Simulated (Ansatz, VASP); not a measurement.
## Mg: VASP beside Ansatz

File INCAR:

```
SYSTEM = Mg
PREC = Accurate
ENCUT = 520
EDIFF = 1E-6
ISMEAR = -1
SIGMA = 0.05
LREAL = .FALSE.
LASPH = .TRUE.
NELM = 60
ALGO = Normal
ISIF = 2
LWAVE = .FALSE.
LCHARG = .FALSE.
GGA = PE
NBANDS = 7
```

The input KPOINTS:

```
regular mesh
0
G
  16 16 16
  0 0 0
```

The input POSCAR:

```
Mg
1.0
   -1.5207950000      1.5207950000      1.4765000000
    1.5207950000     -1.5207950000      1.4765000000
    1.5207950000      1.5207950000     -1.4765000000
Mg
1
Direct
    0.0000000000      0.0000000000      0.0000000000
```

Input for Ansatz:

```yaml
crystal:
  lattice:
    - [-1.520795, 1.520795, 1.4765]
    - [1.520795, -1.520795, 1.4765]
    - [1.520795, 1.520795, -1.4765]
  atoms:
    - { symbol: Mg, position: [0.0, 0.0, 0.0] }
kpoints:
  mp_grid: { grid: [16, 16, 16] }
  band_path:
    path:
      - [0.0, 0.0, 0.0]
      - [0.0, 0.0, 0.5]
      - [-0.5, 0.5, 0.5]
      - [0.0, 0.0, 0.0]
      - [0.4856489773, 0.4856489773, -0.4856489773]
      - [-0.4856489773, 0.5143510227, 0.4856489773]
      - [-0.5, 0.5, 0.5]
      - [0.0, 0.0, 0.5]
      - [0.25, 0.25, 0.25]
    npoints: 5
scf:
  occupations: { method: fermi_dirac, width: 0.05 }
hamiltonian:
  xc: pbe
  pseudopotentials: { kind: all_electron, lapw: { basis_error: 0.00025 } }
output:
  forces: true
  stress: true
  eigenvalues: true
```

Change from the starting cell: equal xx and yy strain of +3 %.

Alike in both runs: task single point; functional PBE; k mesh 16 × 16 × 16; occupations fermi-dirac, width 0.05 eV; no spin polarisation.

|  | VASP | Ansatz |
| --- | --- | --- |
| version | VASP 6.6.1 | Ansatz 0.2.0 |
| potentials or method | VASP PAW PBE potentials, release 64 (Mg), cutoff 520 eV | all-electron LAPW, scalar-relativistic |

Ansatz gave:

| Item | Value |
| --- | --- |
| pressure (GPa) | 50.1 |
| traceless stress, the component that is largest in VASP (GPa) | 1.33 |

**Question.** Which values does VASP return?

**Answer.** Pressure (GPa): 50.7; traceless stress, the component that is largest in VASP (GPa): 1.35.

Both programs put the cell under a high pressure, so it lies far from rest at this level. Ansatz ran all-electron here, and VASP with PAW potentials.
